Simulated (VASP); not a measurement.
# MoH5 (P4/mmm) in VASP: relaxation of cell and atoms with PBE

Aim: the relaxation of cell and atoms of MoH5 with PBE.

All numbers are computed with VASP 6.6.1; they aren't measurements. Logs are shortened: lines on timing, memory, paths and dates and some standing lists are left out, and cuts for length are marked.

## 1. The cell of the first run

It takes space group P4/mmm (No. 123, tetragonal). Conventional cell: a = 2.700 Å, b = 2.700 Å, c = 4.826 Å, α = 90.00°, β = 90.00°, γ = 90.00°. Within 1.2 Å of H (site symmetry 4mm) lie 1 H at 0.85 Å. H (site symmetry 4mm) has 1 H at 0.95 Å within 1.3 Å. H (site symmetry 4/mmm) has 2 H at 0.95 Å within 1.3 Å. Within 2.9 Å of Mo (site symmetry 4/mmm) lie 12 H at 1.99 to 2.84 Å and 4 Mo at 2.70 Å.

The cell was built from a structure type or drawn by symmetry, and may not be a known phase.

## 2. Relaxation of cell and atoms, PBE

INCAR

```
SYSTEM = MoH5
PREC     = Accurate       ! precision mode
ENCUT    = 600            ! plane-wave cutoff, eV
EDIFF    = 1E-6           ! SCF threshold, eV
ISMEAR   = 0              ! smearing method
SIGMA    = 0.1            ! smearing width, eV
LREAL    = .False.        ! projectors in reciprocal space
LASPH    = .True.         ! aspherical terms in the spheres
NELM     = 80             ! most SCF steps
ALGO     = Normal         ! electronic algorithm
ISIF     = 3              ! what is computed and relaxed
LWAVE    = .False.        ! write WAVECAR
LCHARG   = .False.        ! write CHGCAR
GGA      = PE             ! functional
IBRION   = 2              ! ionic algorithm
NSW      = 100            ! ionic steps
EDIFFG   = -0.01          ! ionic threshold
```

KPOINTS

```
Automatic mesh
0
Gamma
  14 14 8
  0 0 0
```

POSCAR

```
MoH5
1.0
    2.7004329720      0.0000000000      0.0000000000
    0.0000000000      2.7004329720      0.0000000000
    0.0000000000      0.0000000000      4.8258051765
H Mo
5 1
Direct
    0.5000000000      0.5000000000      0.4118159802
    0.5000000000      0.5000000000      0.5881840198
    0.0000000000      0.0000000000      0.3026622986
    0.0000000000      0.0000000000      0.6973377014
    0.0000000000      0.0000000000      0.5000000000
    0.5000000000      0.5000000000      0.0000000000
```

Potentials or basis: VASP PAW PBE potentials, release 64 (H, Mo_sv).

The run is started by

```sh
$ cat potpaw_PBE.64/H/POTCAR potpaw_PBE.64/Mo_sv/POTCAR > POTCAR
$ mpirun -np 1 vasp_std > vasp.out
```

OUTCAR:

```text
SYSTEM = MoH5
   PREC = Accurate
   ENCUT = 600
   EDIFF = 1E-6
   ISMEAR = 0
   LREAL = .False.
   LASPH = .True.
   NELM = 80
   ISIF = 3
   GGA = PE
   IBRION = 2
   NSW = 100
   EDIFFG = -0.01

 ion  position               nearest neighbor table
   1  0.500  0.500  0.412-   2 0.85   6 1.99
   2  0.500  0.500  0.588-   1 0.85   6 1.99
   3  0.000  0.000  0.303-
   4  0.000  0.000  0.697-
   5  0.000  0.000  0.500-
   6  0.500  0.500  0.000-   1 1.99   2 1.99

  LATTYP: Found a simple tetragonal cell.
 ALAT       =     2.7004329720
 C/A-ratio  =     1.7870486794

  Lattice vectors:

 A1 = (   2.7004329720,   0.0000000000,   0.0000000000)
 A2 = (   0.0000000000,   2.7004329720,   0.0000000000)
 A3 = (   0.0000000000,   0.0000000000,   4.8258051765)

Analysis of symmetry for initial positions (statically):
=====================================================================
 Subroutine PRICEL returns:
 Original cell was already a primitive cell.

 Routine SETGRP: Setting up the symmetry group for a
 simple tetragonal supercell.

 Subroutine GETGRP returns: Found 16 space group operations
 (whereof 16 operations were pure point group operations)
 out of a pool of 16 trial point group operations.

The static configuration has the point symmetry D_4h.

Analysis of symmetry for dynamics (positions and initial velocities):
=====================================================================
 Subroutine PRICEL returns:
 Original cell was already a primitive cell.

 Routine SETGRP: Setting up the symmetry group for a
 simple tetragonal supercell.

 Subroutine GETGRP returns: Found 16 space group operations
 (whereof 16 operations were pure point group operations)
 out of a pool of 16 trial point group operations.

The dynamic configuration has the point symmetry D_4h.

 Subroutine INISYM returns: Found 16 space group operations
 (whereof 16 operations are pure point group operations),
 and found     1 'primitive' translations

----------------------------------------------------------------------------------------

                                     Primitive cell

  volume of cell :      35.1914

  direct lattice vectors                    reciprocal lattice vectors
     2.700432972  0.000000000  0.000000000     0.370310987  0.000000000  0.000000000
     0.000000000  2.700432972  0.000000000     0.000000000  0.370310987  0.000000000
     0.000000000  0.000000000  4.825805177     0.000000000  0.000000000  0.207219306

  length of vectors
     2.700432972  2.700432972  4.825805177     0.370310987  0.370310987  0.207219306

  position of ions in fractional coordinates (direct lattice)
     0.500000000  0.500000000  0.411815980
     0.500000000  0.500000000  0.588184020
     0.000000000  0.000000000  0.302662299
     0.000000000  0.000000000  0.697337701
     0.000000000  0.000000000  0.500000000
     0.500000000  0.500000000  0.000000000

  ion indices of the primitive-cell ions
   primitive index   ion index
                 1           1
                 2           2
                 3           3
                 4           4
                 5           5
                 6           6

----------------------------------------------------------------------------------------

 KPOINTS: Automatic mesh

Automatic generation of k-mesh.
 Grid dimensions read from file:
 generate k-points for:   14   14    8

 Generating k-lattice:

  Cartesian coordinates                     Fractional coordinates (reciprocal lattice)
     0.026450785  0.000000000  0.000000000     0.071428571  0.000000000  0.000000000
     0.000000000  0.026450785  0.000000000     0.000000000  0.071428571  0.000000000
     0.000000000  0.000000000  0.025902413     0.000000000  0.000000000  0.125000000

  Length of vectors
     0.026450785  0.026450785  0.025902413

  Shift w.r.t. Gamma in fractional coordinates (k-lattice)
     0.000000000  0.000000000  0.000000000

 Subroutine IBZKPT returns following result:
 ===========================================

 Found    180 irreducible k-points:

 Following reciprocal coordinates:
            Coordinates               Weight
  0.000000  0.000000  0.000000      1.000000
  0.071429  0.000000  0.000000      4.000000
  0.142857  0.000000  0.000000      4.000000
  0.214286  0.000000  0.000000      4.000000
  0.285714  0.000000  0.000000      4.000000
  0.357143  0.000000  0.000000      4.000000
[... 16 lines left out ...]
  0.285714  0.214286  0.000000      8.000000
  0.357143  0.214286  0.000000      8.000000
 [... further k-points ...]
   k-points           NKPTS =    180   k-points in BZ     NKDIM =    180   number of bands    NBANDS=     13
   number of dos      NEDOS =    301   number of ions     NIONS =      6
   total plane-waves  NPLWV =  23040
   dimension x,y,z NGX =    24 NGY =   24 NGZ =   40
   dimension x,y,z NGXF=    48 NGYF=   48 NGZF=   80
   ions per type =               5   1
   NGX,Y,Z   is equivalent  to a cutoff of  14.78, 14.78, 13.78 a.u.
   NGXF,Y,Z  is equivalent  to a cutoff of  29.55, 29.55, 27.56 a.u.
 SYSTEM =  MoH5
   PREC   = accura    normal or accurate (medium, high low for compatibility)
   ISTART =      0    job   : 0-new  1-cont  2-samecut
   ICHARG =      2    charge: 1-file 2-atom 10-const
   ISPIN  =      1    spin polarized calculation?
   LNONCOLLINEAR =      F non collinear calculations
   LSORBIT =      F    spin-orbit coupling
   LASPH  =      T    aspherical Exc in radial PAW
   ENCUT  =  600.0 eV  44.10 Ry    6.64 a.u.   5.39  5.39  9.64*2*pi/ulx,y,z
   NELM   =     80;   NELMIN=  2; NELMDL= -5     # of ELM steps
   EDIFF  = 0.1E-05   stopping-criterion for ELM
   LREAL  =      F    real-space projection
   EDIFFG = -.1E-01   stopping-criterion for IOM
   NSW    =    100    number of steps for IOM
   IBRION =      2    ionic relax: 0-MD 1-quasi-New 2-CG
   NFREE  =      1    steps in history (QN), initial steepest desc. (CG)
   ISIF   =      3    stress and relaxation
   ISYM   =      2    0-nonsym 1-usesym 2-fastsym
   POTIM  = 0.5000    time-step for ionic-motion
   TEBEG  =    0.0;   TEEND  =   0.0 temperature during run
   PSTRESS=    0.0 pullay stress
   NELECT =      19.0000    total number of electrons
   NUPDOWN=      -1.0000    fix difference up-down
   EMIN   =  10.00;   EMAX   =-10.00  energy-range for DOS
   EFERMI =   0.00;   METHOD = LEGACY
   ISMEAR =     0;   SIGMA  =   0.10  broadening in eV -4-tet -1-fermi 0-gaus
   EFERMI_NEDOS =   21; number of points for ismear=-14 and -15
   IALGO  =     38    algorithm
   IMIX   =      4    mixing-type and parameters
     AMIX     =   0.40;   BMIX     =  1.00
     AMIX_MAG =   1.60;   BMIX_MAG =  1.00
  volume/ion in A,a.u.               =       5.87        39.58
  Fermi-wavevector in a.u.,A,eV,Ry     =   1.333052  2.519103 24.177937  1.777028
  Thomas-Fermi vector in A             =   2.461940
   LORBIT       =      0    0 simple, 1 ext, 2 COOP (PROOUT), +10 PAW based schemes
   GGA     = PE    functional components
   LHFCALC =     F    Hartree Fock is set to
   AEXX    =    0.0000 exact exchange contribution
   IVDW    =     0    specifies the selected vdW correction
   LEPSILON=     F    determine dielectric tensor
   LRPA    =     F    only Hartree local field effects (RPA)
 conjugate gradient relaxation of ions
 non-spin polarized calculation
 Gauss-broadening in eV      SIGMA  =   0.10
  energy-cutoff  :      600.00
  volume of cell :       35.19
 maximum number of plane-waves:      1192
 NGX is ok and might be reduce to    24
   NGX = 11   NGY = 11   NGZ = 19

--------------------------------------- Ionic step        1  -------------------------------------------

 number of electron      19.0000003 magnetization

 Free energy of the ion-electron system (eV)
  ---------------------------------------------------
  ext. energy  EPLUGINS =         0.00000000
  ---------------------------------------------------
  free energy    TOTEN  =       -23.94245288 eV

  energy without entropy =      -23.93427203  energy(sigma->0) =      -23.93836246

------------------------ aborting loop because EDIFF is reached ----------------------------------------

  FORCE on cell =-STRESS in cart. coord.  units (eV):
  Direction    XX          YY          ZZ          XY          YZ          ZX
  --------------------------------------------------------------------------------------
  -------------------------------------------------------------------------------------
  Total        0.4176306      0.4176306     -0.5618814      0.0000000     -0.0000000     -0.0000000
  in kB       19.0136841     19.0136841    -25.5810655      0.0000000     -0.0000000     -0.0000000
  external PRESSURE =       4.1487676 kB  Pullay stress =       0.0000000 kB
[... 225 lines left out ...]
  energy  without entropy=      -23.9397821519  energy(sigma->0) =      -23.94372337

--------------------------------------- Ionic step        7  -------------------------------------------

 number of electron      19.0000003 magnetization

 Free energy of the ion-electron system (eV)
  ---------------------------------------------------
  ext. energy  EPLUGINS =         0.00000000
  ---------------------------------------------------
  free energy    TOTEN  =       -23.94774572 eV

  energy without entropy =      -23.93992918  energy(sigma->0) =      -23.94383745

 E-fermi :   6.0350     XC(G=0): -11.2122

 val. band max:        6.0292833176   @ k =   0.2143   0.0714   0.2500
 cond. band min:       6.0387771943   @ k =   0.5000   0.2143   0.5000
 fundamental gap:      0.0094938767
 Fermi energy:         6.0349614451

 k-point     1 :       0.0000    0.0000    0.0000
  band No.  band energies     occupation
      1     -55.1107      2.00000
      2     -29.2457      2.00000
      3     -28.6633      2.00000
      4     -28.6633      2.00000
      5      -6.6061      2.00000
      6       0.6100      2.00000
      7       1.2833      2.00000
      8       2.5935      2.00000
      9       4.7866      2.00000
     10       7.4541      0.00000
     11       7.4541      0.00000
     12       8.0666      0.00000
     13       9.0773      0.00000
[... 353 lines left out ...]
 k-point    24 :       0.3571    0.2143    0.0000
  band No.  band energies     occupation
      1     -54.9700      2.00000
      2     -29.4245      2.00000
      3     -29.1056      2.00000
      4     -28.9716      2.00000
      5      -3.7918      2.00000
      6      -0.4073      2.00000
      7       1.6362      2.00000
      8       4.3987      2.00000
      9       5.1996      2.00000
     10       5.6590      2.00000
     11       7.8955      0.00000
     12       8.5435      0.00000
     13       9.6272      0.00000

 [... further k-points ...]

------------------------ aborting loop because EDIFF is reached ----------------------------------------

  FORCE on cell =-STRESS in cart. coord.  units (eV):
  Direction    XX          YY          ZZ          XY          YZ          ZX
  --------------------------------------------------------------------------------------
  -------------------------------------------------------------------------------------
  Total       -0.0160128     -0.0160128     -0.0086971      0.0000000      0.0000000      0.0000000
  in kB       -0.7253811     -0.7253811     -0.3939781      0.0000000      0.0000000      0.0000000
  external PRESSURE =      -0.6149134 kB  Pullay stress =       0.0000000 kB
[... 21 lines left out ...]
  FREE ENERGIE OF THE ION-ELECTRON SYSTEM (eV)
  ---------------------------------------------------
  free  energy   TOTEN  =       -23.9477457220 eV

  energy  without entropy=      -23.9399291815  energy(sigma->0) =      -23.94383745

 reached required accuracy - stopping structural energy minimisation
```

Run time: 2.1 min. Hardware: 1 thread of AMD EPYC 9R45 (Zen 5), shared host; peak memory 0.22 GiB.

What came out:

| Item | Value |
| --- | --- |
| Free energy | -23.9477 eV |
| Relaxed volume | 5.89 Å³/atom |
| Relaxed cell | a = 2.719 Å, b = 2.719 Å, c = 4.784 Å, α = 90.00°, β = 90.00°, γ = 90.00° |
| Space group after relaxing (to 0.1 Å) | P4/mmm (No. 123) |
| Energy gained by relaxing | 0.9 meV/atom |
| Ionic steps | 7 |
| Pressure after relaxing | -0.1 GPa |
| Largest force after relaxing | 0.008 eV/Å |
| Band gap on the k mesh | zero (an odd number of electrons rules out a gap without spin polarisation) |

Forces on the atoms (eV/Å):
```
H    0.000  0.000 -0.008
H    0.000  0.000  0.008
H    0.000  0.000  0.003
H    0.000  0.000 -0.003
H    0.000  0.000  0.000
Mo   0.000  0.000  0.000
```

Step by step:
```csv
step,energy change (eV),largest force (eV/Å),pressure (GPa),volume (Å³)
1,0.0000,0.0879,0.41,35.19
2,-0.0034,0.1037,0.49,35.27
3,-0.0034,0.1281,0.50,35.28
4,-0.0050,0.0464,-0.10,35.41
5,-0.0050,0.0401,-0.22,35.44
6,-0.0052,0.0210,-0.18,35.41
7,-0.0053,0.0079,-0.06,35.37
```

Final structure:
```cif
data_structure
_symmetry_space_group_name_H-M 'P 1'
_symmetry_Int_Tables_number 1
_cell_length_a 2.7190
_cell_length_b 2.7190
_cell_length_c 4.7839
_cell_angle_alpha 90.000
_cell_angle_beta 90.000
_cell_angle_gamma 90.000
_cell_volume 35.37
loop_
_atom_site_label
_atom_site_type_symbol
_atom_site_fract_x
_atom_site_fract_y
_atom_site_fract_z
_atom_site_occupancy
H1 H 0.50000 0.50000 0.41171 1
H2 H 0.50000 0.50000 0.58829 1
H3 H 0.00000 0.00000 0.30035 1
H4 H 0.00000 0.00000 0.69965 1
H5 H 0.00000 0.00000 0.50000 1
Mo1 Mo 0.50000 0.50000 0.00000 1
```

Levels at points of the mesh, in eV from the Fermi level:
```
           k point  band 6  band 7  band 8  band 9  band 10  band 11  band 12  band 13
(0.00, 0.00, 0.00)   -5.42   -4.75   -3.44   -1.25     1.42     1.42     2.03     3.04
(0.50, 0.00, 0.00)   -8.33   -5.15   -2.89    0.43     1.92     2.27     2.61     2.89
(0.50, 0.50, 0.00)   -6.89   -3.09   -1.83   -1.83    -0.86     3.13     3.24     3.24
(0.00, 0.00, 0.50)   -7.62   -3.43   -3.24   -2.35     1.33     1.33     3.04     4.98
(0.50, 0.00, 0.50)   -7.49   -3.68   -2.95   -1.90    -1.11     0.44     1.88     6.78
(0.50, 0.50, 0.50)   -6.01   -5.77   -2.21   -2.21    -0.74     2.63     4.91     5.89
```
